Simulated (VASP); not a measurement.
# Ge (P6_3/mmc) in VASP: further runs, part 2 of 2

VASP 6.6.1. Earlier steps stand in the parts before.

## Step 3: Relaxation of cell and atoms, PBEsol+D4

Contents of INCAR:

```
  ALGO = Normal
  EDIFF = 1E-6
  EDIFFG = -0.01
  ENCUT = 600
  GGA = PS
  IBRION = 2
  ISIF = 3
  ISMEAR = -1
  IVDW = 13
  LASPH = T
  LCHARG = F
  LREAL = F
  LWAVE = F
  NELM = 60
  NSW = 60
  PREC = Accurate
  SIGMA = 0.05
```

Contents of KPOINTS:

```
k-points
0
Gamma
  8 8 4
```

Contents of POSCAR:

```
Ge
1.0
    3.9975858431      0.0000000000      0.0000000000
   -1.9987929216      3.4620108940      0.0000000000
    0.0000000000      0.0000000000      6.5993779500
Ge
4
Direct
    0.3333333333      0.6666666667      0.9370987500
    0.6666666667      0.3333333333      0.4370987500
    0.3333333333      0.6666666667      0.5629012500
    0.6666666667      0.3333333333      0.0629012500
```

Potentials or basis: VASP PAW PBE potentials, release 64 (Ge_d).

Command:

```console
cat potpaw_PBE.64/Ge_d/POTCAR > POTCAR
mpirun -np 1 vasp_std > vasp.out
```

OUTCAR:

```text
EDIFF = 1E-6
   EDIFFG = -0.01
   ENCUT = 600
   GGA = PS
   IBRION = 2
   ISIF = 3
   ISMEAR = -1
   IVDW = 13
   LASPH = T
   LREAL = F
   NELM = 60
   NSW = 60
   PREC = Accurate

 ion  position               nearest neighbor table
   1  0.333  0.667  0.937-   4 2.45   4 2.45   4 2.45   3 2.47
   2  0.667  0.333  0.437-   3 2.45   3 2.45   3 2.45   4 2.47
   3  0.333  0.667  0.563-   2 2.45   2 2.45   2 2.45   1 2.47
   4  0.667  0.333  0.063-   1 2.45   1 2.45   1 2.45   2 2.47

  LATTYP: Found a hexagonal cell.
 ALAT       =     3.9975858431
 C/A-ratio  =     1.6508408347

  Lattice vectors:

 A1 = (   3.9975858431,   0.0000000000,   0.0000000000)
 A2 = (  -1.9987929216,   3.4620108940,   0.0000000000)
 A3 = (   0.0000000000,   0.0000000000,   6.5993779500)

Analysis of symmetry for initial positions (statically):
=====================================================================
 Subroutine PRICEL returns:
 Original cell was already a primitive cell.

 Routine SETGRP: Setting up the symmetry group for a
 hexagonal supercell.

 Subroutine GETGRP returns: Found 24 space group operations
 (whereof 12 operations were pure point group operations)
 out of a pool of 24 trial point group operations.

The static configuration has the point symmetry D_3d.
 The point group associated with its full space group is D_6h.

Analysis of symmetry for dynamics (positions and initial velocities):
=====================================================================
 Subroutine PRICEL returns:
 Original cell was already a primitive cell.

 Routine SETGRP: Setting up the symmetry group for a
 hexagonal supercell.

 Subroutine GETGRP returns: Found 24 space group operations
 (whereof 12 operations were pure point group operations)
 out of a pool of 24 trial point group operations.

The dynamic configuration has the point symmetry D_3d.
 The point group associated with its full space group is D_6h.

 Subroutine INISYM returns: Found 24 space group operations
 (whereof 12 operations are pure point group operations),
 and found     1 'primitive' translations

----------------------------------------------------------------------------------------

                                     Primitive cell

[... 100 lines left out ...]
   ISIF   =      3    stress and relaxation
   ISYM   =      2    0-nonsym 1-usesym 2-fastsym
   POTIM  = 0.5000    time-step for ionic-motion
   TEBEG  =    0.0;   TEEND  =   0.0 temperature during run
   PSTRESS=    0.0 pullay stress
   NELECT =      56.0000    total number of electrons
   NUPDOWN=      -1.0000    fix difference up-down
   EMIN   =  10.00;   EMAX   =-10.00  energy-range for DOS
   EFERMI =   0.00;   METHOD = LEGACY
   ISMEAR =    -1;   SIGMA  =   0.05  broadening in eV -4-tet -1-fermi 0-gaus
   EFERMI_NEDOS =   21; number of points for ismear=-14 and -15
   IALGO  =     38    algorithm
   IMIX   =      4    mixing-type and parameters
     AMIX     =   0.40;   BMIX     =  1.00
     AMIX_MAG =   1.60;   BMIX_MAG =  1.00
  volume/ion in A,a.u.               =      22.83       154.09
  Fermi-wavevector in a.u.,A,eV,Ry     =   1.390789  2.628209 26.317650  1.934293
  Thomas-Fermi vector in A             =   2.514690
   LORBIT       =      0    0 simple, 1 ext, 2 COOP (PROOUT), +10 PAW based schemes
   GGA     = PS    functional components
   LHFCALC =     F    Hartree Fock is set to
   AEXX    =    0.0000 exact exchange contribution
   IVDW    =    13    specifies the selected vdW correction
   LEPSILON=     F    determine dielectric tensor
   LRPA    =     F    only Hartree local field effects (RPA)
 conjugate gradient relaxation of ions
 non-spin polarized calculation
  energy-cutoff  :      600.00
  volume of cell :       91.33
 maximum number of plane-waves:      3070
 NGX is ok and might be reduce to    32
   NGX = 15   NGY = 15   NGZ = 27

--------------------------------------- Ionic step        1  -------------------------------------------

 number of electron      55.9999987 magnetization

 Free energy of the ion-electron system (eV)
  ---------------------------------------------------
  ext. energy  EPLUGINS =         0.00000000
  ---------------------------------------------------
  free energy    TOTEN  =       -19.67775376 eV

  energy without entropy =      -19.67644781  energy(sigma->0) =      -19.67710078

------------------------ aborting loop because EDIFF is reached ----------------------------------------

  DFT-D4 for vdW energy calculation

  Edisp (eV):   -0.74092
[... 159 lines left out ...]
--------------------------------------- Ionic step        5  -------------------------------------------

 number of electron      55.9999998 magnetization

 Free energy of the ion-electron system (eV)
  ---------------------------------------------------
  ext. energy  EPLUGINS =         0.00000000
  ---------------------------------------------------
  free energy    TOTEN  =       -19.67180552 eV

  energy without entropy =      -19.67054497  energy(sigma->0) =      -19.67117524

 E-fermi :   5.0692     XC(G=0): -10.1741

 val. band max:        4.9112769519   @ k =   0.0000   0.0000   0.0000
 cond. band min:       5.1166476372   @ k =   0.0000   0.0000   0.2500
 fundamental gap:      0.2053706853
 Fermi energy:         5.0691755876

 k-point     1 :       0.0000    0.0000    0.0000
  band No.  band energies     occupation
      1     -19.8535      2.00000
      2     -19.8535      2.00000
      3     -19.8149      2.00000
      4     -19.8128      2.00000
      5     -19.8128      2.00000
      6     -19.8006      2.00000
[... 853 lines left out ...]
     32       7.5296      0.00000
     33      11.0162      0.00000

 [... further k-points ...]

------------------------ aborting loop because EDIFF is reached ----------------------------------------

  DFT-D4 for vdW energy calculation

  Edisp (eV):   -0.75434
[... 27 lines left out ...]
  FREE ENERGIE OF THE ION-ELECTRON SYSTEM (eV)
  ---------------------------------------------------
  free  energy   TOTEN  =       -20.4261440277 eV

  energy  without entropy=      -20.4248834788  energy(sigma->0) =      -20.42551375

 reached required accuracy - stopping structural energy minimisation
```

CONTCAR:

```text
Ge
   1.00000000000000
     3.9745739120576613    0.0000000000003321   -0.0000000000000000
    -1.9872869560782553    3.4420819771258877   -0.0000000000000000
    -0.0000000000000000   -0.0000000000000000    6.5486904898928699
  Ge
     4
Direct
     0.3333333332999970    0.6666666667000030    0.9371654707282077
     0.6666666667000030    0.3333333332999970    0.4371654707282077
     0.3333333332999970    0.6666666667000030    0.5628345292717923
     0.6666666667000030    0.3333333332999970    0.0628345292717924

  0.00000000E+00  0.00000000E+00  0.00000000E+00
  0.00000000E+00  0.00000000E+00  0.00000000E+00
  0.00000000E+00  0.00000000E+00  0.00000000E+00
  0.00000000E+00  0.00000000E+00  0.00000000E+00
```

It took 2.5 min on 1 thread of Intel Xeon Platinum 8488C (Sapphire Rapids), shared host; peak memory 0.27 GiB.

What came out:

- Free energy: -20.4261 eV
- Relaxed volume: 22.40 Å³/atom
- Relaxed cell: a = 3.975 Å, b = 3.975 Å, c = 6.549 Å, α = 90.00°, β = 90.00°, γ = 120.00°
- Space group after relaxing (to 0.1 Å): P6_3/mmc (No. 194)
- Energy gained by relaxing: 1.9 meV/atom
- Ionic steps: 5
- Pressure after relaxing: 0.0 GPa
- Largest force after relaxing: 0.003 eV/Å
- Band gap on the k mesh: zero (bands 28 and 29 overlap by 0.03 eV)
- Dispersion energy per atom: -0.189 eV

Forces on the atoms (eV/Å):
```
Ge   0.000  0.000  0.003
Ge   0.000  0.000  0.003
Ge   0.000  0.000 -0.003
Ge   0.000  0.000 -0.003
```

The path:
```tsv
step	energy change (eV)	largest force (eV/Å)	pressure (GPa)	volume (Å³)
1	0.0000	0.0031	-1.32	91.33
2	-0.0063	0.0184	0.41	88.87
3	-0.0075	0.0122	0.05	89.54
4	-0.0074	0.0117	-0.08	89.60
5	-0.0075	0.0033	0.00	89.59
```

Final structure:
```
CELL_PARAMETERS angstrom
3.97457 0.00000 0.00000
-1.98729 3.44208 0.00000
0.00000 0.00000 6.54869
ATOMIC_POSITIONS crystal
Ge 0.33333 0.66667 0.93717
Ge 0.66667 0.33333 0.43717
Ge 0.33333 0.66667 0.56283
Ge 0.66667 0.33333 0.06283
```

Caveat: semilocal functionals underestimate gaps, so a narrow gap can read as zero; the PAW data sets were made with another functional, which shifts forces and pressure a little.

## Step 4: Relaxation of cell and atoms, BLYP

Contents of INCAR:

```
SYSTEM = Ge
AGGAC = 1.0
AGGAX = 1.0
ALDAC = 0.0
ALDAX = 1.0
ALGO = Normal
EDIFF = 1E-6
EDIFFG = -0.01
ENCUT = 600
GGA = B5
IBRION = 2
ISIF = 3
ISMEAR = -1
LASPH = .True.
LCHARG = .False.
LREAL = .False.
LWAVE = .False.
NELM = 60
NSW = 60
PREC = Accurate
SIGMA = 0.05
```

Contents of KPOINTS:

```
k-points
0
Gamma
  8 8 4
  0 0 0
```

POSCAR is that of step 3.

Potentials or basis: VASP PAW PBE potentials, release 64 (Ge_d).

Command:

```console
cat potpaw_PBE.64/Ge_d/POTCAR > POTCAR
mpirun -np 1 vasp_std > vasp.out
```

OUTCAR:

```text
SYSTEM = Ge
   EDIFF = 1E-6
   EDIFFG = -0.01
   ENCUT = 600
   GGA = B5
   IBRION = 2
   ISIF = 3
   ISMEAR = -1
   LASPH = .True.
   LREAL = .False.
   NELM = 60
   NSW = 60
   PREC = Accurate

 ion  position               nearest neighbor table
   1  0.333  0.667  0.937-   4 2.45   4 2.45   4 2.45   3 2.47
   2  0.667  0.333  0.437-   3 2.45   3 2.45   3 2.45   4 2.47
   3  0.333  0.667  0.563-   2 2.45   2 2.45   2 2.45   1 2.47
   4  0.667  0.333  0.063-   1 2.45   1 2.45   1 2.45   2 2.47

  LATTYP: Found a hexagonal cell.
 ALAT       =     3.9975858431
 C/A-ratio  =     1.6508408347

  Lattice vectors:

 A1 = (   3.9975858431,   0.0000000000,   0.0000000000)
 A2 = (  -1.9987929216,   3.4620108940,   0.0000000000)
 A3 = (   0.0000000000,   0.0000000000,   6.5993779500)

Analysis of symmetry for initial positions (statically):
=====================================================================
 Subroutine PRICEL returns:
 Original cell was already a primitive cell.

 Routine SETGRP: Setting up the symmetry group for a
 hexagonal supercell.

 Subroutine GETGRP returns: Found 24 space group operations
 (whereof 12 operations were pure point group operations)
 out of a pool of 24 trial point group operations.

The static configuration has the point symmetry D_3d.
 The point group associated with its full space group is D_6h.
[... 164 lines left out ...]
  ---------------------------------------------------
  free energy    TOTEN  =       -15.07291202 eV

  energy without entropy =      -15.07192099  energy(sigma->0) =      -15.07241651

 E-fermi :   5.3816     XC(G=0):  -9.3117

 val. band max:        5.3079484782   @ k =   0.0000   0.0000   0.0000
 cond. band min:       5.4931376615   @ k =   0.0000   0.0000   0.0000
 fundamental gap:      0.1851891833
 Fermi energy:         5.3816408420

 k-point     1 :       0.0000    0.0000    0.0000
  band No.  band energies     occupation
      1     -19.4911      2.00000
      2     -19.4911      2.00000
      3     -19.4528      2.00000
      4     -19.4526      2.00000
      5     -19.4526      2.00000
      6     -19.4398      2.00000
[... 962 lines left out ...]
  FREE ENERGIE OF THE ION-ELECTRON SYSTEM (eV)
  ---------------------------------------------------
  free  energy   TOTEN  =       -15.2780493617 eV

  energy  without entropy=      -15.2757729503  energy(sigma->0) =      -15.27691116

[... ionic steps 4 to 12 ...]

--------------------------------------- Ionic step       13  -------------------------------------------

 number of electron      56.0000017 magnetization

------------------------ aborting loop because EDIFF is reached ----------------------------------------
[... 71 lines left out ...]
--------------------------------------- Ionic step       15  -------------------------------------------

 number of electron      56.0000017 magnetization

 Free energy of the ion-electron system (eV)
  ---------------------------------------------------
  ext. energy  EPLUGINS =         0.00000000
  ---------------------------------------------------
  free energy    TOTEN  =       -15.27847474 eV

  energy without entropy =      -15.27626234  energy(sigma->0) =      -15.27736854

 E-fermi :   4.2417     XC(G=0):  -8.8139

 val. band max:        4.2416349988   @ k =   0.0000   0.0000   0.0000
 cond. band min:       4.4305875821   @ k =   0.0000   0.0000   0.0000
 fundamental gap:      0.1889525833
 Fermi energy:         4.2416679856

 k-point     1 :       0.0000    0.0000    0.0000
  band No.  band energies     occupation
      1     -20.3727      2.00000
      2     -20.3727      2.00000
      3     -20.3450      2.00000
      4     -20.3449      2.00000
      5     -20.3449      2.00000
      6     -20.3327      2.00000
[... 886 lines left out ...]
  FREE ENERGIE OF THE ION-ELECTRON SYSTEM (eV)
  ---------------------------------------------------
  free  energy   TOTEN  =       -15.2784747417 eV

  energy  without entropy=      -15.2762623352  energy(sigma->0) =      -15.27736854

 reached required accuracy - stopping structural energy minimisation
```

CONTCAR:

```text
Ge
   1.00000000000000
     4.1526527253111700   -0.0000000000022626   -0.0000000000000000
    -2.0763263627094841    3.5963027532894305   -0.0000000000000000
     0.0000000000000000    0.0000000000000000    6.8351317546067909
  Ge
     4
Direct
     0.3333333332999970    0.6666666667000030    0.9374448615151468
     0.6666666667000030    0.3333333332999970    0.4374448615151466
     0.3333333332999970    0.6666666667000030    0.5625551384848532
     0.6666666667000030    0.3333333332999970    0.0625551384848533

  0.00000000E+00  0.00000000E+00  0.00000000E+00
  0.00000000E+00  0.00000000E+00  0.00000000E+00
  0.00000000E+00  0.00000000E+00  0.00000000E+00
  0.00000000E+00  0.00000000E+00  0.00000000E+00
```

It took 8.6 min on 1 thread of Intel Xeon Platinum 8488C (Sapphire Rapids), shared host; peak memory 0.27 GiB.

What came out:

```
Free energy                           : -15.2785 eV
Relaxed volume                        : 25.52 Å³/atom
Relaxed cell                          : a = 4.153 Å, b = 4.153 Å, c = 6.835 Å, α = 90.00°, β = 90.00°, γ = 120.00°
Space group after relaxing (to 0.1 Å) : P6_3/mmc (No. 194)
Energy gained by relaxing             : 51.4 meV/atom
Ionic steps                           : 15
Pressure after relaxing               : 0.0 GPa
Largest force after relaxing          : 0.003 eV/Å
Band gap on the k mesh                : zero (bands 28 and 29 overlap by 0.08 eV)
```

Forces on the atoms (eV/Å):
```
Ge   0.000  0.000  0.003
Ge   0.000  0.000  0.003
Ge   0.000  0.000 -0.003
Ge   0.000  0.000 -0.003
```

The path:
| step | energy change (eV) | largest force (eV/Å) | pressure (GPa) | volume (Å³) |
| --- | --- | --- | --- | --- |
| 1 | 0.0000 | 0.0282 | 6.80 | 91.33 |
| 2 | -0.1952 | 0.0595 | -1.15 | 104.74 |
| 3 | -0.2051 | 0.0448 | -0.14 | 102.00 |
| 4 | -0.2050 | 0.0438 | 0.24 | 101.75 |
| 5 | -0.2053 | 0.0145 | 0.07 | 101.79 |
| 6 | -0.2054 | 0.0054 | 0.08 | 101.82 |
| 7 | -0.2055 | 0.0126 | 0.07 | 102.03 |
| 8 | -0.2055 | 0.0194 | -0.10 | 102.10 |
| 9 | -0.2055 | 0.0117 | 0.06 | 102.04 |
| 10 | -0.2055 | 0.0165 | -0.09 | 102.07 |
| 11 | -0.2055 | 0.0126 | 0.06 | 102.05 |
| 12 | -0.2055 | 0.0153 | -0.03 | 102.06 |
| 13 | -0.2055 | 0.0131 | 0.01 | 102.05 |
| 14 | -0.2056 | 0.0013 | -0.05 | 102.08 |
| 15 | -0.2056 | 0.0032 | 0.02 | 102.08 |

Final structure:
```
Ge
1.0
     4.15265    0.00000    0.00000
    -2.07633    3.59630    0.00000
     0.00000    0.00000    6.83513
Ge
4
Direct
  0.33333 0.66667 0.93744
  0.66667 0.33333 0.43744
  0.33333 0.66667 0.56256
  0.66667 0.33333 0.06256
```

Caveat: semilocal functionals underestimate gaps, so a narrow gap can read as zero; the PAW data sets were made with another functional, which shifts forces and pressure a little.

## Step 5: Relaxation of cell and atoms, LDA

Contents of INCAR:

```
  PREC = Accurate
  ENCUT = 600
  EDIFF = 1E-6
  ISMEAR = -1
  SIGMA = 0.05
  LREAL = False
  LASPH = True
  NELM = 100
  ALGO = Normal
  ISIF = 3
  LWAVE = False
  LCHARG = False
  GGA = CA
  IBRION = 2
  NSW = 60
  EDIFFG = -0.01
```

Contents of KPOINTS:

```
Automatic mesh
0
Gamma
  8 8 4
```

POSCAR is that of step 4.

Potentials or basis: VASP PAW LDA potentials, release 64 (Ge_d).

Command:

```console
cat potpaw_LDA.64/Ge_d/POTCAR > POTCAR
mpirun -np 1 vasp_std > vasp.out
```

It took 97 s on 1 thread of Intel Xeon Platinum 8488C (Sapphire Rapids), shared host; peak memory 0.23 GiB.

The run converged. Its results:

```yaml
Free_energy: -20.7119 eV
Relaxed_volume: 22.19 Å³/atom
Relaxed_cell: a = 3.962 Å, b = 3.962 Å, c = 6.531 Å, α = 90.00°, β = 90.00°, γ = 120.00°
Space_group_after_relaxing_to_0.1_Å: P6_3/mmc (No. 194)
Energy_gained_by_relaxing: 3.6 meV/atom
Ionic_steps: 3
Pressure_after_relaxing: 0.0 GPa
Largest_force_after_relaxing: 0.009 eV/Å
Band_gap_on_the_k_mesh: zero (bands 28 and 29 overlap by 0.01 eV)
```

Forces in eV/Å, atoms in the order of the input:
```
Ge   0.000  0.000  0.009
Ge   0.000  0.000  0.009
Ge   0.000  0.000 -0.009
Ge   0.000  0.000 -0.009
```

Step by step:
| step | energy change (eV) | largest force (eV/Å) | pressure (GPa) | volume (Å³) |
| --- | --- | --- | --- | --- |
| 1 | 0.0000 | 0.0012 | -1.72 | 91.33 |
| 2 | -0.0129 | 0.0117 | 0.45 | 88.12 |
| 3 | -0.0142 | 0.0091 | 0.02 | 88.78 |

Final structure:
```yaml
crystal:
  lattice:
    - [3.96202, 0.00000, 0.00000]
    - [-1.98101, 3.43121, 0.00000]
    - [0.00000, 0.00000, 6.53054]
  atoms:
    - { symbol: Ge, position: [0.33333, 0.66667, 0.93711] }
    - { symbol: Ge, position: [0.66667, 0.33333, 0.43711] }
    - { symbol: Ge, position: [0.33333, 0.66667, 0.56289] }
    - { symbol: Ge, position: [0.66667, 0.33333, 0.06289] }
```

Levels at points of the mesh, in eV from the Fermi level:
```csv
k point,band 24,band 25,band 26,band 27,band 28,band 29,band 30,band 31,band 32,band 33
"(0.00, 0.00, 0.00)",-1.56,-1.56,-0.20,-0.16,0.06,0.09,0.09,2.20,2.20,2.73
"(0.50, 0.00, 0.00)",-6.88,-4.77,-3.20,-2.96,-1.52,0.39,1.62,3.46,3.66,4.34
"(0.00, 0.00, 0.50)",-4.92,-0.92,-0.92,-0.92,-0.92,0.64,0.64,3.33,3.33,3.33
"(0.50, 0.00, 0.50)",-8.05,-2.65,-2.65,-2.52,-2.52,0.43,0.43,2.02,2.02,6.13
```

Caveat: semilocal functionals underestimate gaps, so a narrow gap can read as zero.

## Step 6: Overview

| level | potentials or basis | gap on the mesh (eV) | pressure (GPa) | relaxed volume (Å³/atom) |
| --- | --- | --- | --- | --- |
| PBEsol+D3(BJ) | VASP PAW PBE potentials, release 64 (Ge_d) | none | 0.0 | 22.20 |
| PBEsol+D4 | VASP PAW PBE potentials, release 64 (Ge_d) | none | 0.0 | 22.40 |
| BLYP | VASP PAW PBE potentials, release 64 (Ge_d) | none | 0.0 | 25.52 |
| LDA | VASP PAW LDA potentials, release 64 (Ge_d) | none | 0.0 | 22.19 |

Alike in all rows: task relaxation of cell and atoms; no spin polarisation; cell relaxed; k mesh 8 × 8 × 4; cutoff (eV) 600; smearing fermi-dirac 0.05 eV.

Caveats: semilocal functionals underestimate gaps, so a narrow gap can read as zero; the PAW data sets were made with another functional, which shifts forces and pressure a little (at least some runs).

Total energies depend on the potentials used, so only differences within one code and one set of settings carry meaning.
